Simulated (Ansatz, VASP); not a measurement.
# One calculation of MoS2, two programs

```
CELL_PARAMETERS angstrom
3.12233 0.00000 0.00000
-1.56116 2.70402 0.00000
0.00000 0.00000 12.08270
ATOMIC_POSITIONS crystal
Mo 0.66667 0.33333 0.25000
Mo 0.33333 0.66667 0.75000
S 0.66667 0.33333 0.62137
S 0.33333 0.66667 0.37863
S 0.66667 0.33333 0.87863
S 0.33333 0.66667 0.12137
```

Alike in both runs: functional LDA; k mesh 10 × 10 × 2; no spin polarisation.

Ansatz relaxed the structure, and its values are those at the end. VASP's run is a single point on that final structure, the one shown.

|  | VASP | Ansatz |
| --- | --- | --- |
| version | VASP 6.6.1 | Ansatz 0.2.0 |
| potentials or method | VASP PAW LDA potentials, release 64 (Mo_sv, S), cutoff 520 eV | plane-wave PAW DFT |
| occupations | gaussian, width 0.01 eV | fixed |
| valence electrons in the cell | 52 | 52 |

Ansatz gave:

| Quantity | Value |
| --- | --- |
| pressure (GPa) | 0.0 |
| rms of the force components (eV/Å) | 0.000 |

Question: Which values does VASP return?

Answer: Pressure (GPa): 0.1; rms of the force components (eV/Å): 0.007.

Ansatz warns that its potentials were made for another functional, while VASP's fit it. LDA's correlation is that of Perdew and Zunger in VASP and of Perdew and Wang (1992) in Ansatz.
